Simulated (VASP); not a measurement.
# KCl (Fm-3m) in VASP: a series of runs, part 2 of 2

VASP 6.6.1.

## Step 3: Single point, PBE-based global hybrid with 5 % exact exchange

Input file POSCAR:

```
KCl
1.0
    0.0000000000      3.1448471320      3.1448471320
    3.1448471320      0.0000000000      3.1448471320
    3.1448471320      3.1448471320      0.0000000000
K Cl
1 1
Direct
    0.0000000000      0.0000000000      0.0000000000
    0.5000000000      0.5000000000      0.5000000000
```

Input file INCAR.step1:

```
SYSTEM = KCl
ALGO = Normal
EDIFF = 1E-5
ENCUT = 520
GGA = PE
ISIF = 2
ISMEAR = 0
LASPH = .TRUE.
LCHARG = .FALSE.
LREAL = .FALSE.
LWAVE = .TRUE.
NBANDS = 15
NELM = 60
PREC = Accurate
SIGMA = 0.01
```

Input file INCAR.step2:

```
SYSTEM = KCl
AEXX = 0.05
ALGO = Normal
EDIFF = 1E-6
ENCUT = 520
GGA = PE
ISIF = 2
ISMEAR = 0
ISTART = 1
LASPH = .TRUE.
LCHARG = .FALSE.
LHFCALC = .TRUE.
LREAL = .FALSE.
LWAVE = .FALSE.
NBANDS = 15
NELM = 60
PREC = Accurate
PRECFOCK = Normal
SIGMA = 0.01
```

Input file KPOINTS:

```
k-points
0
G
  4 4 4
  0 0 0
```

Potentials or basis: VASP PAW PBE potentials, release 64 (K_sv, Cl).

Run with:

```sh
cat potpaw_PBE.64/K_sv/POTCAR potpaw_PBE.64/Cl/POTCAR > POTCAR
cp INCAR.step1 INCAR
mpirun -np 1 vasp_std > vasp.out
cp INCAR.step2 INCAR
mpirun -np 1 vasp_std > vasp.out
```

OUTCAR:

```text
SYSTEM = KCl
   AEXX = 0.05
   EDIFF = 1E-6
   ENCUT = 520
   GGA = PE
   ISIF = 2
   ISMEAR = 0
   ISTART = 1
   LASPH = .TRUE.
   LHFCALC = .TRUE.
   LREAL = .FALSE.
   NELM = 60
   PREC = Accurate
   PRECFOCK = Normal

 ion  position               nearest neighbor table
   1  0.000  0.000  0.000-   2 3.14   2 3.14   2 3.14   2 3.14   2 3.14   2 3.14
   2  0.500  0.500  0.500-   1 3.14   1 3.14   1 3.14   1 3.14   1 3.14   1 3.14

  LATTYP: Found a face centered cubic cell.
 ALAT       =     6.2896942640

  Lattice vectors:

 A1 = (   0.0000000000,   3.1448471320,   3.1448471320)
 A2 = (   3.1448471320,   0.0000000000,   3.1448471320)
 A3 = (   3.1448471320,   3.1448471320,   0.0000000000)

Analysis of symmetry for initial positions (statically):
=====================================================================
 Subroutine PRICEL returns:
 Original cell was already a primitive cell.

 Routine SETGRP: Setting up the symmetry group for a
 face centered cubic supercell.

 Subroutine GETGRP returns: Found 48 space group operations
 (whereof 48 operations were pure point group operations)
 out of a pool of 48 trial point group operations.

The static configuration has the point symmetry O_h .

Analysis of symmetry for dynamics (positions and initial velocities):
=====================================================================
 Subroutine PRICEL returns:
 Original cell was already a primitive cell.

 Routine SETGRP: Setting up the symmetry group for a
 face centered cubic supercell.

 Subroutine GETGRP returns: Found 48 space group operations
 (whereof 48 operations were pure point group operations)
 out of a pool of 48 trial point group operations.

The dynamic configuration has the point symmetry O_h .

 Subroutine INISYM returns: Found 48 space group operations
 (whereof 48 operations are pure point group operations),
 and found     1 'primitive' translations

----------------------------------------------------------------------------------------

                                     Primitive cell

  volume of cell :      62.2055

  direct lattice vectors                    reciprocal lattice vectors
     0.000000000  3.144847132  3.144847132    -0.158990240  0.158990240  0.158990240
     3.144847132  0.000000000  3.144847132     0.158990240 -0.158990240  0.158990240
     3.144847132  3.144847132  0.000000000     0.158990240  0.158990240 -0.158990240

  length of vectors
     4.447485466  4.447485466  4.447485466     0.275379173  0.275379173  0.275379173

  position of ions in fractional coordinates (direct lattice)
     0.000000000  0.000000000  0.000000000
     0.500000000  0.500000000  0.500000000

  ion indices of the primitive-cell ions
   primitive index   ion index
                 1           1
                 2           2

----------------------------------------------------------------------------------------

 KPOINTS: k-points

Automatic generation of k-mesh.
 Grid dimensions read from file:
 generate k-points for:    4    4    4

 Generating k-lattice:

  Cartesian coordinates                     Fractional coordinates (reciprocal lattice)
    -0.039747560  0.039747560  0.039747560     0.250000000  0.000000000  0.000000000
     0.039747560 -0.039747560  0.039747560     0.000000000  0.250000000  0.000000000
[... 34 lines left out ...]
   ICHARG =      0    charge: 1-file 2-atom 10-const
   ISPIN  =      1    spin polarized calculation?
   LNONCOLLINEAR =      F non collinear calculations
   LSORBIT =      F    spin-orbit coupling
   LASPH  =      T    aspherical Exc in radial PAW
   ENCUT  =  520.0 eV  38.22 Ry    6.18 a.u.   8.27  8.27  8.27*2*pi/ulx,y,z
   NELM   =     60;   NELMIN=  2; NELMDL=  0     # of ELM steps
   EDIFF  = 0.1E-05   stopping-criterion for ELM
   LREAL  =      F    real-space projection
   EDIFFG = 0.1E-04   stopping-criterion for IOM
   NSW    =      0    number of steps for IOM
   IBRION =     -1    ionic relax: 0-MD 1-quasi-New 2-CG
   NFREE  =      0    steps in history (QN), initial steepest desc. (CG)
   ISIF   =      2    stress and relaxation
   ISYM   =      3    0-nonsym 1-usesym 2-fastsym
   POTIM  = 0.5000    time-step for ionic-motion
   TEBEG  =    0.0;   TEEND  =   0.0 temperature during run
   PSTRESS=    0.0 pullay stress
   NELECT =      16.0000    total number of electrons
   NUPDOWN=      -1.0000    fix difference up-down
   EMIN   =  10.00;   EMAX   =-10.00  energy-range for DOS
   EFERMI =   0.00;   METHOD = LEGACY
   ISMEAR =     0;   SIGMA  =   0.01  broadening in eV -4-tet -1-fermi 0-gaus
   EFERMI_NEDOS =   21; number of points for ismear=-14 and -15
   IALGO  =     38    algorithm
   IMIX   =      1    mixing-type and parameters
     AMIX     =   0.40;   BMIX     =  1.00
     AMIX_MAG =   1.60;   BMIX_MAG =  1.00
  volume/ion in A,a.u.               =      31.10       209.89
  Fermi-wavevector in a.u.,A,eV,Ry     =   1.041131  1.967452 14.748080  1.083953
  Thomas-Fermi vector in A             =   2.175738
   LORBIT       =      0    0 simple, 1 ext, 2 COOP (PROOUT), +10 PAW based schemes
   GGA     = PE    functional components
   LHFCALC =     T    Hartree Fock is set to
   PRECFOCK=normal    Normal, Fast or Accurate (Low or Medium for compatibility)
   ENCUT4O =  -1.0   cutoff for four orbital integrals eV
   NKREDX  =     1    reduce k-point grid by
   NKREDY  =     1    reduce k-point grid by
   NKREDZ  =     1    reduce k-point grid by
   AEXX    =    0.0500 exact exchange contribution
   HFSCREEN=    0.0000 screening length (either q_TF or 0.3 A-1)
   HFSCREENC=   0.0000 screening length for correlation (either q_TF or 0.3 A-1)
   ENCUTFOCK=  -1.0 apply spherical cutoff to Coloumb kernel
   IVDW    =     0    specifies the selected vdW correction
   LEPSILON=     F    determine dielectric tensor
   LRPA    =     F    only Hartree local field effects (RPA)
 non-spin polarized calculation
 Gauss-broadening in eV      SIGMA  =   0.01
  energy-cutoff  :      520.00
  volume of cell :       62.21
 maximum number of plane-waves:      1700
 NGX is ok and might be reduce to    36
  NGX = 28; NGY = 28; NGZ = 28

 number of electron      16.0000001 magnetization

 Free energy of the ion-electron system (eV)
  ---------------------------------------------------
  ext. energy  EPLUGINS =         0.00000000
  ---------------------------------------------------
  free energy    TOTEN  =        -7.11747481 eV

  energy without entropy =       -7.11747481  energy(sigma->0) =       -7.11747481

 E-fermi :  -2.0345     XC(G=0):  -7.2232

 val. band max:       -2.1127151887   @ k =   0.0000   0.0000   0.0000
 cond. band min:       3.4878208186   @ k =   0.0000   0.0000   0.0000
 fundamental gap:      5.6005360074
 Fermi energy:        -2.0345283557

 k-point     1 :       0.0000    0.0000    0.0000
  band No.  band energies     occupation
      1     -29.7270      2.00000
      2     -14.4681      2.00000
      3     -12.9152      2.00000
      4     -12.9152      2.00000
      5     -12.9152      2.00000
      6      -2.1127      2.00000
      7      -2.1127      2.00000
      8      -2.1127      2.00000
      9       3.4878      0.00000
     10       6.7319      0.00000
     11       6.7319      0.00000
     12       6.7319      0.00000
     13       7.6356      0.00000
     14       7.6356      0.00000
[... 113 lines left out ...]
      2     -14.4591      2.00000
      3     -13.0154      2.00000
      4     -13.0154      2.00000
      5     -12.8274      2.00000
      6      -2.6071      2.00000
      7      -2.5948      2.00000
      8      -2.5948      2.00000
      9       6.3668      0.00000
     10       6.3668      0.00000
     11       7.8200      0.00000
     12       8.2606      0.00000
     13      10.1596      0.00000
     14      10.1799      0.00000
     15      10.4430      0.00000

------------------------ aborting loop because EDIFF is reached ----------------------------------------

  FORCE on cell =-STRESS in cart. coord.  units (eV):
  Direction    XX          YY          ZZ          XY          YZ          ZX
  --------------------------------------------------------------------------------------
  -------------------------------------------------------------------------------------
  Total        0.2874953      0.2874953      0.2874953      0.0000000      0.0000000      0.0000000
  in kB        7.4047886      7.4047886      7.4047886      0.0000000      0.0000000      0.0000000
  external PRESSURE =       7.4047886 kB  Pullay stress =       0.0000000 kB

 VOLUME and BASIS-vectors are now :
 -----------------------------------------------------------------------------
  energy-cutoff  :      520.00
  volume of cell :       62.21
      direct lattice vectors                 reciprocal lattice vectors
     0.000000000  3.144847132  3.144847132    -0.158990240  0.158990240  0.158990240
     3.144847132  0.000000000  3.144847132     0.158990240 -0.158990240  0.158990240
     3.144847132  3.144847132  0.000000000     0.158990240  0.158990240 -0.158990240

 POSITION                                       TOTAL-FORCE (eV/Angst)
 -----------------------------------------------------------------------------------
      0.00000      0.00000      0.00000        -0.000000      0.000000     -0.000000
      3.14485      3.14485      3.14485         0.000000     -0.000000      0.000000
 -----------------------------------------------------------------------------------
    total drift:                               -0.000000     -0.000000     -0.000000

  FREE ENERGIE OF THE ION-ELECTRON SYSTEM (eV)
  ---------------------------------------------------
  free  energy   TOTEN  =        -7.1174748124 eV

  energy  without entropy=       -7.1174748124  energy(sigma->0) =       -7.11747481
```

It took 3.2 min on 1 thread of Intel Xeon Platinum 8488C (Sapphire Rapids), shared host; peak memory 0.22 GiB.

What came out:

| Item | Value |
| --- | --- |
| Free energy | -7.1175 eV |
| Pressure | 0.7 GPa |
| Band gap on the k mesh | 5.60 eV |

Caveat: the k points lie up to 0.43 Å⁻¹ apart; the PAW data sets were made with another functional, which shifts forces and pressure a little.

## Step 4: Single point, PBE-based screened hybrid with 5 % exact exchange

POSCAR is that of step 3.

Input file INCAR.step1:

```
SYSTEM = KCl
ALGO     = Normal         ! electronic algorithm
EDIFF    = 1E-5           ! SCF threshold, eV
ENCUT    = 520            ! plane-wave cutoff, eV
GGA      = PE             ! functional
ISIF     = 2              ! what is computed and relaxed
ISMEAR   = 0              ! smearing method
LASPH    = .TRUE.         ! aspherical terms in the spheres
LCHARG   = .FALSE.        ! write CHGCAR
LREAL    = .FALSE.        ! projectors in reciprocal space
LWAVE    = .TRUE.         ! write WAVECAR
NBANDS   = 15             ! bands
NELM     = 80             ! most SCF steps
PREC     = Accurate       ! precision mode
SIGMA    = 0.01           ! smearing width, eV
```

Input file INCAR.step2:

```
SYSTEM = KCl
AEXX     = 0.05           ! exact-exchange fraction
ALGO     = Normal         ! electronic algorithm
EDIFF    = 1E-6           ! SCF threshold, eV
ENCUT    = 520            ! plane-wave cutoff, eV
GGA      = PE             ! functional
HFSCREEN = 0.3            ! screening, 1/A
ISIF     = 2              ! what is computed and relaxed
ISMEAR   = 0              ! smearing method
ISTART   = 1            
LASPH    = .TRUE.         ! aspherical terms in the spheres
LCHARG   = .FALSE.        ! write CHGCAR
LHFCALC  = .TRUE.         ! exact exchange
LREAL    = .FALSE.        ! projectors in reciprocal space
LWAVE    = .FALSE.        ! write WAVECAR
NBANDS   = 15             ! bands
NELM     = 80             ! most SCF steps
PREC     = Accurate       ! precision mode
PRECFOCK = Normal       
SIGMA    = 0.01           ! smearing width, eV
```

KPOINTS is that of step 3.

Run with:

```sh
cat potpaw_PBE.64/K_sv/POTCAR potpaw_PBE.64/Cl/POTCAR > POTCAR
cp INCAR.step1 INCAR
mpirun -np 1 vasp_std > vasp.out
cp INCAR.step2 INCAR
mpirun -np 1 vasp_std > vasp.out
```

Run time: 2.9 min. Hardware: 1 thread of Intel Xeon Platinum 8488C (Sapphire Rapids), shared host; peak memory 0.32 GiB.

The run converged. Its results:

* Free energy: -6.9780 eV
* Pressure: 0.8 GPa
* Band gap on the k mesh: 5.40 eV

Levels at points of the mesh, in eV from the valence-band top:
```
           k point  band 4  band 5  band 6  band 7  band 8  band 9  band 10  band 11  band 12  band 13
(0.00, 0.00, 0.00)  -10.79  -10.79    0.00    0.00    0.00    5.40     8.63     8.63     8.63     9.54
(0.50, 0.00, 0.00)  -10.80  -10.55   -1.06   -0.33   -0.33    7.81     8.85    10.83    10.83    11.66
(0.50, 0.50, 0.00)  -10.85  -10.85   -0.66   -0.23   -0.23    6.75     8.60    10.31    10.54    10.93
```

Caveat: the k points lie up to 0.43 Å⁻¹ apart; the PAW data sets were made with another functional, which shifts forces and pressure a little.

## Step 5: Overview

```csv
level,share of exact exchange,screening parameter,gap on the mesh (eV),pressure (GPa)
HSE06,0.25,0.2079 1/Å,6.50,0.5
PBE-based global hybrid with 5 % exact exchange,0.05,-,5.60,0.7
PBE-based screened hybrid with 5 % exact exchange,0.05,0.3 1/Å,5.40,0.8
```

Alike in all rows: task single point; potentials or basis VASP PAW PBE potentials, release 64 (K_sv, Cl); no spin polarisation; cell as given; k mesh 4 × 4 × 4; cutoff (eV) 520; smearing gaussian 0.01 eV.

Caveats: all runs use coarse meshes; the PAW data sets were made with another functional, which shifts forces and pressure a little.

Absolute energies hang on the potentials; compare differences alone.
